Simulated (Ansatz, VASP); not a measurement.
**Two plane-wave programs on Cu**

The input INCAR:

```
SYSTEM = Cu
PREC     = Accurate       ! precision mode
ENCUT    = 520            ! plane-wave cutoff, eV
EDIFF    = 1E-7           ! SCF threshold, eV
ISMEAR   = 0              ! smearing method
SIGMA    = 0.03           ! smearing width, eV
LREAL    = .FALSE.        ! projectors in reciprocal space
LASPH    = .TRUE.         ! aspherical terms in the spheres
NELM     = 60             ! most SCF steps
ALGO     = Normal         ! electronic algorithm
ISIF     = 2              ! what is computed and relaxed
LWAVE    = .FALSE.        ! write WAVECAR
LCHARG   = .FALSE.        ! write CHGCAR
NBANDS   = 12             ! bands
```

The input KPOINTS:

```
Automatic mesh
0
G
  15 15 15
  0 0 0
```

The input POSCAR:

```
Cu
1.0
    0.0000000000      1.7588202533      1.7588202533
    1.7588202533      0.0000000000      1.7588202533
    1.7588202533      1.7588202533      0.0000000000
Cu
1
Direct
    0.0000000000      0.0000000000      0.0000000000
```

Input for Ansatz:

```yaml
crystal:
  lattice:
    - [0.0, 1.7588202533, 1.7588202533]
    - [1.7588202533, 0.0, 1.7588202533]
    - [1.7588202533, 1.7588202533, 0.0]
  atoms:
    - { symbol: Cu, position: [0.0, 0.0, 0.0] }
hamiltonian:
  xc: lda
  pseudopotentials:
    kind: paw
    azcp:
      Cu: "pseudopotentials/Cu.paw.azcp"
basis:
  ecutwfc: 420
  fft_grid_basis: typed
kpoints:
  mp_grid: { grid: [15, 15, 15], shift: [0, 0, 0] }
magnetization:
  spin_polarized: false
scf:
  occupations: { method: gaussian, width: 0.03 }
  lower_state_search: "off"
output:
  stress: true
```

Alike in both runs: task single point; functional LDA; k mesh 15 × 15 × 15; occupations gaussian, width 0.03 eV; no spin polarisation.

|  | VASP | Ansatz |
| --- | --- | --- |
| version | VASP 6.6.1 | Ansatz 0.2.0 |
| potentials or method | VASP PAW LDA potentials, release 64 (Cu), cutoff 520 eV | plane waves (420 eV) with PAW, scalar-relativistic |
| valence electrons in the cell | 11 | 19 |

Ansatz gave:

* pressure (GPa): -0.1

Task: Estimate VASP's values.

Result: Pressure (GPa): 0.7.

Ansatz warns that its potentials were made for another functional, while VASP's fit it. LDA's correlation is that of Perdew and Zunger in VASP and of Perdew and Wang (1992) in Ansatz. VASP's potentials hold 11 valence electrons a cell and Ansatz's 19, so a difference there can come from the potentials and not from the codes.
